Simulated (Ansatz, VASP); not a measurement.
## LiCl: VASP beside Ansatz

```
CELL_PARAMETERS angstrom
3.28424 0.00000 0.00000
0.00000 3.28424 0.00000
0.00000 0.00000 3.28424
ATOMIC_POSITIONS crystal
Li 0.00000 0.00000 0.00000
Cl 0.50000 0.50000 0.50000
```

Alike in both runs: task relaxation of cell and atoms; functional PBE; k mesh 8 × 8 × 8; occupations gaussian, width 0.02 eV; no spin polarisation.

```csv
,VASP,Ansatz
version,VASP 6.6.1,Ansatz 0.2.0
potentials or method,"VASP PAW PBE potentials, release 64 (Li_sv, Cl), cutoff 600 eV","scalar-relativistic, plane waves, PAW"
valence electrons in the cell,10,10
```

```csv
,VASP,Ansatz,Ansatz less VASP
"gap on the k mesh at the Fermi level, each at its own relaxed structure (eV)",4.41,4.37,-0.032
relaxed volume (Å³/atom),17.63,17.71,+0.087
relaxed cell length with the largest relative difference (Å),3.279,3.284,+0.0054
```

Noted on VASP's run: the cutoff is short for stress, so the pressure is rough.
